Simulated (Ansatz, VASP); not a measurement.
# Two plane-wave programs on YN

File INCAR:

```
SYSTEM = YN
PREC = Accurate
ENCUT = 600
EDIFF = 1E-6
ISMEAR = 0
SIGMA = 0.05
LREAL = .False.
LASPH = .True.
NELM = 120
ALGO = Normal
ISIF = 2
LWAVE = .False.
LCHARG = .False.
GGA = CA
NBANDS = 15
GGA_COMPAT = .False.
```

KPOINTS

```
regular mesh
0
Gamma
  6 6 6
  0 0 0
```

POSCAR

```
YN
1.0
    0.0000000000      2.4000000000      2.4000000000
    2.4000000000      0.0000000000      2.4000000000
    2.4000000000      2.4000000000      0.0000000000
Y N
1 1
Direct
    0.0000000000      0.0000000000      0.0000000000
    0.5000000000      0.5000000000      0.5000000000
```

Input for Ansatz:

```yaml
crystal:
  lattice:
    - [0.0, 2.4, 2.4]
    - [2.4, 0.0, 2.4]
    - [2.4, 2.4, 0.0]
  atoms:
    - { symbol: "Y", position: [0.0, 0.0, 0.0] }
    - { symbol: "N", position: [0.5, 0.5, 0.5] }
basis:
  ecutwfc: 420
kpoints:
  mp_grid: { grid: [6, 6, 6] }
hamiltonian:
  xc: lda
scf:
  occupations: { method: gaussian, width: 0.05 }
output:
  forces: true
  stress: true
  eigenvalues: true
```

Alike in both runs: task single point; functional LDA; k mesh 6 × 6 × 6; occupations gaussian, width 0.05 eV; no spin polarisation.

|  | VASP | Ansatz |
| --- | --- | --- |
| version | VASP 6.6.1 | Ansatz 0.2.0 |
| potentials or method | VASP PAW LDA potentials, release 64 (Y_sv, N), cutoff 600 eV | scalar-relativistic, plane waves, PAW |
| valence electrons in the cell | 16 | 16 |

```csv
,VASP,Ansatz,Ansatz less VASP
gap on the k mesh at the Fermi level (eV),none,none,-
pressure (GPa),2.5,2.4,-0.10
```

LDA's correlation is that of Perdew and Zunger in VASP and of Perdew and Wang (1992) in Ansatz. A gap of «none» marks a metal or a gap that the smearing closes.

The k mesh is coarse, so the values compare programs but aren't converged.
